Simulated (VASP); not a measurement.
# CoC (rocksalt type) (Fm-3m) in VASP: a series of runs

Runs on CoC (rocksalt type). Level: PBE. Tasks: single point.

Program: VASP 6.6.1. These are calculated values, not measurements. Logs are shortened: lines on timing, memory, paths and dates and some standing lists are left out, and cuts for length are marked.

### Step 1. The cell of the first run

The structure is cubic, space group Fm-3m (No. 225). Conventional cell: a = 3.653 Å, b = 3.653 Å, c = 3.653 Å, α = 90.00°, β = 90.00°, γ = 90.00°. Within 2.4 Å of Co (site symmetry m-3m) lie 6 C at 1.83 Å. Within 2.4 Å of C (site symmetry m-3m) lie 6 Co at 1.83 Å.

### Step 2. Single point, PBE, collinear spin, ferromagnetic start (6.10 Å³/atom)

Contents of INCAR:

```
  ALGO = Normal
  EDIFF = 1E-7
  ENCUT = 520
  GGA = PE
  ISIF = 2
  ISMEAR = -1
  ISPIN = 2
  LASPH = T
  LCHARG = F
  LMAXMIX = 4
  LORBIT = 11
  LREAL = F
  LWAVE = F
  MAGMOM = 1.7 0
  NBANDS = 18
  NELM = 150
  PREC = Accurate
  SIGMA = 0.05
```

Contents of KPOINTS:

```
k-points
0
Gamma
  17 17 17
```

Contents of POSCAR:

```
CoC
1.0
    0.0000000000      1.8267428184      1.8267428184
    1.8267428184      0.0000000000      1.8267428184
    1.8267428184      1.8267428184      0.0000000000
Co C
1 1
Direct
    0.0000000000      0.0000000000      0.0000000000
    0.5000000000      0.5000000000      0.5000000000
```

Potentials or basis: VASP PAW PBE potentials, release 64 (Co, C).

Command:

```bash
$ cat potpaw_PBE.64/Co/POTCAR potpaw_PBE.64/C/POTCAR > POTCAR
$ mpirun -np 1 vasp_std > vasp.out
```

OUTCAR:

```text
EDIFF = 1E-7
   ENCUT = 520
   GGA = PE
   ISIF = 2
   ISMEAR = -1
   ISPIN = 2
   LASPH = T
   LORBIT = 11
   LREAL = F
   NELM = 150
   PREC = Accurate

 ion  position               nearest neighbor table
   1  0.000  0.000  0.000-   2 1.83   2 1.83   2 1.83   2 1.83   2 1.83   2 1.83
   2  0.500  0.500  0.500-   1 1.83   1 1.83   1 1.83   1 1.83   1 1.83   1 1.83

  LATTYP: Found a face centered cubic cell.
 ALAT       =     3.6534856368

  Lattice vectors:

 A1 = (   0.0000000000,   1.8267428184,   1.8267428184)
 A2 = (   1.8267428184,   0.0000000000,   1.8267428184)
 A3 = (   1.8267428184,   1.8267428184,   0.0000000000)

Analysis of symmetry for initial positions (statically):
=====================================================================
 Subroutine PRICEL returns:
 Original cell was already a primitive cell.

 Routine SETGRP: Setting up the symmetry group for a
 face centered cubic supercell.

 Subroutine GETGRP returns: Found 48 space group operations
 (whereof 48 operations were pure point group operations)
 out of a pool of 48 trial point group operations.

The static configuration has the point symmetry O_h .

Analysis of symmetry for dynamics (positions and initial velocities):
=====================================================================
 Subroutine PRICEL returns:
 Original cell was already a primitive cell.

 Routine SETGRP: Setting up the symmetry group for a
 face centered cubic supercell.

 Subroutine GETGRP returns: Found 48 space group operations
 (whereof 48 operations were pure point group operations)
 out of a pool of 48 trial point group operations.

The dynamic configuration has the point symmetry O_h .

Analysis of structural, dynamic, and magnetic symmetry:
=====================================================================
 Subroutine PRICEL returns:
 Original cell was already a primitive cell.

 Routine SETGRP: Setting up the symmetry group for a
 face centered cubic supercell.

 Subroutine GETGRP returns: Found 48 space group operations
 (whereof 48 operations were pure point group operations)
 out of a pool of 48 trial point group operations.

The overall configuration has the point symmetry O_h .

 Subroutine INISYM returns: Found 48 space group operations
 (whereof 48 operations are pure point group operations),
 and found     1 'primitive' translations

----------------------------------------------------------------------------------------

                                     Primitive cell

  volume of cell :      12.1916

  direct lattice vectors                    reciprocal lattice vectors
     0.000000000  1.826742818  1.826742818    -0.273711217  0.273711217  0.273711217
     1.826742818  0.000000000  1.826742818     0.273711217 -0.273711217  0.273711217
     1.826742818  1.826742818  0.000000000     0.273711217  0.273711217 -0.273711217

  length of vectors
     2.583404469  2.583404469  2.583404469     0.474081734  0.474081734  0.474081734

  position of ions in fractional coordinates (direct lattice)
     0.000000000  0.000000000  0.000000000
     0.500000000  0.500000000  0.500000000

  ion indices of the primitive-cell ions
   primitive index   ion index
                 1           1
                 2           2

----------------------------------------------------------------------------------------

 KPOINTS: k-points

Automatic generation of k-mesh.
 Grid dimensions read from file:
 generate k-points for:   17   17   17

 Generating k-lattice:

  Cartesian coordinates                     Fractional coordinates (reciprocal lattice)
    -0.016100660  0.016100660  0.016100660     0.058823529  0.000000000  0.000000000
     0.016100660 -0.016100660  0.016100660     0.000000000  0.058823529  0.000000000
     0.016100660  0.016100660 -0.016100660     0.000000000  0.000000000  0.058823529

  Length of vectors
     0.027887161  0.027887161  0.027887161

  Shift w.r.t. Gamma in fractional coordinates (k-lattice)
     0.000000000  0.000000000  0.000000000

 Subroutine IBZKPT returns following result:
 ===========================================

 Found    165 irreducible k-points:

 Following reciprocal coordinates:
            Coordinates               Weight
  0.000000  0.000000  0.000000      1.000000
  0.058824  0.000000  0.000000      8.000000
  0.117647  0.000000  0.000000      8.000000
  0.176471  0.000000  0.000000      8.000000
  0.235294  0.000000  0.000000      8.000000
  0.294118  0.000000  0.000000      8.000000
[... 16 lines left out ...]
 -0.176471  0.058824  0.000000     24.000000
 -0.117647  0.058824  0.000000     24.000000
 [... further k-points ...]
   k-points           NKPTS =    165   k-points in BZ     NKDIM =    165   number of bands    NBANDS=     18
   number of dos      NEDOS =    301   number of ions     NIONS =      2
   total plane-waves  NPLWV =   8000
   dimension x,y,z NGX =    20 NGY =   20 NGZ =   20
   dimension x,y,z NGXF=    40 NGYF=   40 NGZF=   40
   ions per type =               1   1
   NGX,Y,Z   is equivalent  to a cutoff of  12.87, 12.87, 12.87 a.u.
   NGXF,Y,Z  is equivalent  to a cutoff of  25.74, 25.74, 25.74 a.u.
 SYSTEM =  unknown system
   PREC   = accura    normal or accurate (medium, high low for compatibility)
   ISTART =      0    job   : 0-new  1-cont  2-samecut
   ICHARG =      2    charge: 1-file 2-atom 10-const
   ISPIN  =      2    spin polarized calculation?
   LNONCOLLINEAR =      F non collinear calculations
   LSORBIT =      F    spin-orbit coupling
   LASPH  =      T    aspherical Exc in radial PAW
   ENCUT  =  520.0 eV  38.22 Ry    6.18 a.u.   4.80  4.80  4.80*2*pi/ulx,y,z
   NELM   =    150;   NELMIN=  2; NELMDL= -5     # of ELM steps
   EDIFF  = 0.1E-06   stopping-criterion for ELM
   LREAL  =      F    real-space projection
   EDIFFG = 0.1E-05   stopping-criterion for IOM
   NSW    =      0    number of steps for IOM
   IBRION =     -1    ionic relax: 0-MD 1-quasi-New 2-CG
   NFREE  =      0    steps in history (QN), initial steepest desc. (CG)
   ISIF   =      2    stress and relaxation
   ISYM   =      2    0-nonsym 1-usesym 2-fastsym
   POTIM  = 0.5000    time-step for ionic-motion
   TEBEG  =    0.0;   TEEND  =   0.0 temperature during run
   PSTRESS=    0.0 pullay stress
   NELECT =      13.0000    total number of electrons
   NUPDOWN=      -1.0000    fix difference up-down
   EMIN   =  10.00;   EMAX   =-10.00  energy-range for DOS
   EFERMI =   0.00;   METHOD = LEGACY
   ISMEAR =    -1;   SIGMA  =   0.05  broadening in eV -4-tet -1-fermi 0-gaus
   EFERMI_NEDOS =   21; number of points for ismear=-14 and -15
   IALGO  =     38    algorithm
   IMIX   =      4    mixing-type and parameters
     AMIX     =   0.40;   BMIX     =  1.00
     AMIX_MAG =   1.60;   BMIX_MAG =  1.00
  volume/ion in A,a.u.               =       6.10        41.14
  Fermi-wavevector in a.u.,A,eV,Ry     =   1.672509  3.160584 38.059405  2.797287
  Thomas-Fermi vector in A             =   2.757644
   LORBIT       =     11    0 simple, 1 ext, 2 COOP (PROOUT), +10 PAW based schemes
   GGA     = PE    functional components
   LHFCALC =     F    Hartree Fock is set to
   AEXX    =    0.0000 exact exchange contribution
   IVDW    =     0    specifies the selected vdW correction
   LEPSILON=     F    determine dielectric tensor
   LRPA    =     F    only Hartree local field effects (RPA)
 spin polarized calculation
  energy-cutoff  :      520.00
  volume of cell :       12.19
 maximum number of plane-waves:       336
   NGX =  9   NGY =  9   NGZ =  9

 number of electron      12.9999995 magnetization       0.0000176

 number of electron      12.9999995 magnetization      -0.0008672

 Free energy of the ion-electron system (eV)
  ---------------------------------------------------
  ext. energy  EPLUGINS =         0.00000000
  ---------------------------------------------------
  free energy    TOTEN  =       -13.21340270 eV

  energy without entropy =      -13.19969902  energy(sigma->0) =      -13.20655086

 E-fermi :  15.9499     XC(G=0): -15.2765

 val. band max:       15.9439174112   @ k =  -0.4118   0.1176   0.0000
 cond. band min:      15.9757839700   @ k =   0.4706   0.2353   0.0588
 fundamental gap:      0.0318665588
 Fermi energy:        15.9499141197

 spin component 1

 k-point     1 :       0.0000    0.0000    0.0000
  band No.  band energies     occupation
      1      -2.6350      1.00000
      2      12.0569      1.00000
      3      12.0569      1.00000
      4      12.0570      1.00000
      5      12.8460      1.00000
      6      12.8460      1.00000
[... 10 lines left out ...]
     17      47.7580      0.00000
     18      47.7580      0.00000
[... 463 lines left out ...]
 k-point    24 :      -0.1176    0.0588    0.0000
  band No.  band energies     occupation
      1      -1.9610      1.00000
      2      11.1228      1.00000
      3      11.3441      1.00000
      4      11.3765      1.00000
      5      12.3411      1.00000
      6      12.8334      1.00000
[... 10 lines left out ...]
     17      49.4692      0.00000
     18      51.9406      0.00000

 [... further k-points ...]

 spin component 2

 k-point     1 :       0.0000    0.0000    0.0000
  band No.  band energies     occupation
      1      -2.6352      1.00000
      2      12.0563      1.00000
      3      12.0563      1.00000
      4      12.0563      1.00000
      5      12.8456      1.00000
      6      12.8456      1.00000
[... 10 lines left out ...]
     17      47.7576      0.00000
     18      47.7576      0.00000
[... 463 lines left out ...]
 k-point    24 :      -0.1176    0.0588    0.0000
  band No.  band energies     occupation
      1      -1.9612      1.00000
      2      11.1222      1.00000
      3      11.3437      1.00000
      4      11.3760      1.00000
      5      12.3404      1.00000
      6      12.8328      1.00000
[... 10 lines left out ...]
     17      49.4688      0.00000
     18      51.9402      0.00000

 [... further k-points ...]

------------------------ aborting loop because EDIFF is reached ----------------------------------------

  FORCE on cell =-STRESS in cart. coord.  units (eV):
  Direction    XX          YY          ZZ          XY          YZ          ZX
  --------------------------------------------------------------------------------------
  -------------------------------------------------------------------------------------
  Total       11.8494083     11.8494083     11.8494083      0.0000000     -0.0000000      0.0000000
  in kB     1557.2022619   1557.2022619   1557.2022619      0.0000000     -0.0000000      0.0000000
  external PRESSURE =    1557.2022619 kB  Pullay stress =       0.0000000 kB

 VOLUME and BASIS-vectors are now :
 -----------------------------------------------------------------------------
  energy-cutoff  :      520.00
  volume of cell :       12.19
      direct lattice vectors                 reciprocal lattice vectors
     0.000000000  1.826742818  1.826742818    -0.273711217  0.273711217  0.273711217
     1.826742818  0.000000000  1.826742818     0.273711217 -0.273711217  0.273711217
     1.826742818  1.826742818  0.000000000     0.273711217  0.273711217 -0.273711217

 POSITION                                       TOTAL-FORCE (eV/Angst)
 -----------------------------------------------------------------------------------
      0.00000      0.00000      0.00000         0.000000      0.000000      0.000000
      1.82674      1.82674      1.82674        -0.000000     -0.000000     -0.000000
 -----------------------------------------------------------------------------------
    total drift:                                0.000000     -0.000000     -0.000000

  FREE ENERGIE OF THE ION-ELECTRON SYSTEM (eV)
  ---------------------------------------------------
  free  energy   TOTEN  =       -13.2134026967 eV

  energy  without entropy=      -13.1996990183  energy(sigma->0) =      -13.20655086

 total charge

# of ion       s       p       d       tot
------------------------------------------
    1        0.606   1.094   7.918   9.618
    2        0.916   1.673   0.000   2.589
--------------------------------------------------
tot          1.522   2.767   7.918  12.207

 magnetization (x)

# of ion       s       p       d       tot
------------------------------------------
    1       -0.000  -0.000  -0.000  -0.000
    2       -0.000  -0.000   0.000  -0.000
--------------------------------------------------
tot         -0.000  -0.000  -0.000  -0.001
```

Wall time 2.7 min (1 thread of Intel Xeon 8259CL, shared host); peak memory 0.18 GiB.

What came out:

| Item | Value |
| --- | --- |
| Free energy | -13.2134 eV |
| Pressure | 155.7 GPa |
| Net moment | 0.00 μB per cell |
| Valence electrons inside the program's atomic spheres | Co 9.62; C 2.59 |

Caveat: the cell stands under pressure; the moments typed at the start vanished in this run.

(Continued in part 2 of 2.)
